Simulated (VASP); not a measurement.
Set up this calculation in VASP 6.6.1, as the native input.

```yaml
Task: single point
Functional: r2SCAN
Potentials_or_basis: VASP PAW PBE potentials, release 64 (Rh_sv_GW)
Cutoff: 680 eV
k_mesh: 10 × 10 × 5
Occupations: fermi-dirac, width 0.2 eV
Spin: no spin polarisation
Dipole_correction: no
Further_INCAR_settings: ALGO = Normal; EDIFF = 1e-06; NBANDS = 24
```

The system is Rh.

```
Rh
1.0
     2.73098    0.00000    0.00000
    -1.36549    2.36510    0.00000
     0.00000    0.00000    4.42849
Rh
2
Direct
  0.66667 0.33333 0.75000
  0.33333 0.66667 0.25000
```

This isn't the form of Rh at room conditions, which is fcc.

The input as run:

POSCAR

```
Rh
1.0
    2.7309800000      0.0000000000      0.0000000000
   -1.3654900000      2.3651000000      0.0000000000
    0.0000000000      0.0000000000      4.4284900000
Rh
2
Direct
    0.6666666667      0.3333333333      0.7500000000
    0.3333333333      0.6666666667      0.2500000000
```

INCAR.step1

```
PREC = Accurate
ENCUT = 680
ISMEAR = -1
SIGMA = 0.2
LREAL = False
LASPH = True
NELM = 120
NBANDS = 24
GGA = PE
ALGO = Normal
EDIFF = 1E-5
LWAVE = True
LCHARG = False
GGA_COMPAT = False
```

INCAR.step2

```
PREC = Accurate
ENCUT = 680
EDIFF = 1E-6
ISMEAR = -1
SIGMA = 0.2
LREAL = False
LASPH = True
NELM = 120
ALGO = Normal
ISIF = 2
LWAVE = False
LCHARG = False
METAGGA = R2SCAN
LMIXTAU = True
NBANDS = 24
ISTART = 1
GGA_COMPAT = False
```

KPOINTS

```
Automatic mesh
0
Gamma
  10 10 5
```

Potentials or basis: VASP PAW PBE potentials, release 64 (Rh_sv_GW).

Command:

```sh
$ cat potpaw_PBE.64/Rh_sv_GW/POTCAR > POTCAR
$ cp INCAR.step1 INCAR
$ mpirun -np 1 vasp_std > vasp.out
$ cp INCAR.step2 INCAR
$ mpirun -np 1 vasp_std > vasp.out
```

Results of the run:

```
Pressure               : -7.7 GPa
Band gap on the k mesh : zero (bands 17 and 18 overlap by 2.22 eV)
```

Caveat: the cell stands under tension; the PAW data sets were made with another functional, which shifts forces and pressure a little.

It took 80 s on 1 thread of Intel(R) Xeon(R) Platinum 8488C (Sapphire Rapids), with other jobs on the host, peak memory 0.2 GiB.
